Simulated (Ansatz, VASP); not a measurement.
# As in VASP and in Ansatz

INCAR

```
SYSTEM = As
PREC = Accurate
ENCUT = 520
EDIFF = 1E-8
ISMEAR = -1
SIGMA = 0.05
LREAL = .False.
LASPH = .True.
NELM = 100
ALGO = Normal
ISIF = 2
LWAVE = .False.
LCHARG = .False.
GGA = PE
LEFG = .True.
NBANDS = 8
```

The input KPOINTS:

```
regular mesh
0
Gamma
  16 16 16
  0 0 0
```

Contents of POSCAR:

```
As
1.0
   -1.7061432614      1.7061432614      1.7061432614
    1.7061432614     -1.7061432614      1.7061432614
    1.7061432614      1.7061432614     -1.7061432614
As
1
Direct
    0.0000000000      0.0000000000      0.0000000000
```

Input for Ansatz:

```yaml
crystal:
  lattice:
    - [-1.7061432614, 1.7061432614, 1.7061432614]
    - [1.7061432614, -1.7061432614, 1.7061432614]
    - [1.7061432614, 1.7061432614, -1.7061432614]
  atoms:
    - { symbol: As, position: [0.0, 0.0, 0.0] }
kpoints:
  mp_grid: { grid: [16, 16, 16] }
scf:
  occupations: { method: fermi_dirac, width: 0.05 }
hamiltonian:
  xc: pbe
  pseudopotentials: { kind: paw }
output:
  forces: true
  stress: true
  eigenvalues: true
  efg: { contact_densities: true }
```

Change from the starting cell: volume scaled by 1.04, PAW files.

Alike in both runs: task electric field gradients; functional PBE; k mesh 16 × 16 × 16; occupations fermi-dirac, width 0.05 eV; no spin polarisation.

|  | VASP | Ansatz |
| --- | --- | --- |
| version | VASP 6.6.1 | Ansatz 0.2.0 |
| potentials or method | VASP PAW PBE potentials, release 64 (As) | PAW with Ansatz's default frozen-core files, scalar-relativistic |
| plane-wave cutoff (eV) | 520 | 420 |
| valence electrons in the cell | 5 | 15 |

|  | VASP | Ansatz | Ansatz less VASP |
| --- | --- | --- | --- |
| pressure (GPa) | -2.9 | -2.9 | -0.05 |

VASP's potentials hold 5 valence electrons a cell and Ansatz's 15, so a difference there can come from the potentials and not from the codes.
